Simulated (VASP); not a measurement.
Here is a VASP 6.6.1 calculation.

INCAR

```
SYSTEM = Nb
PREC = Accurate
ENCUT = 520
EDIFF = 1E-6
ISMEAR = -1
SIGMA = 0.1
LREAL = .FALSE.
LASPH = .TRUE.
NELM = 60
ALGO = Normal
ISIF = 2
LWAVE = .FALSE.
LCHARG = .TRUE.
LELF = .TRUE.
LVHAR = .TRUE.
NBANDS = 12
```

KPOINTS

```
regular mesh
0
G
  14 14 14
  0 0 0
```

The input POSCAR:

```
Nb
1.0
   -1.6231103068      1.6231103068      1.6231103068
    1.6231103068     -1.6231103068      1.6231103068
    1.6231103068      1.6231103068     -1.6231103068
Nb
1
Direct
    0.0000000000      0.0000000000      0.0000000000
```

Potentials or basis: VASP PAW LDA potentials, release 64 (Nb_sv).

Command:

```bash
$ cat potpaw_LDA.64/Nb_sv/POTCAR > POTCAR
$ mpirun -np 1 vasp_std > vasp.out
```

Task: What does it give for the pressure?

Result: 0.4 GPa.
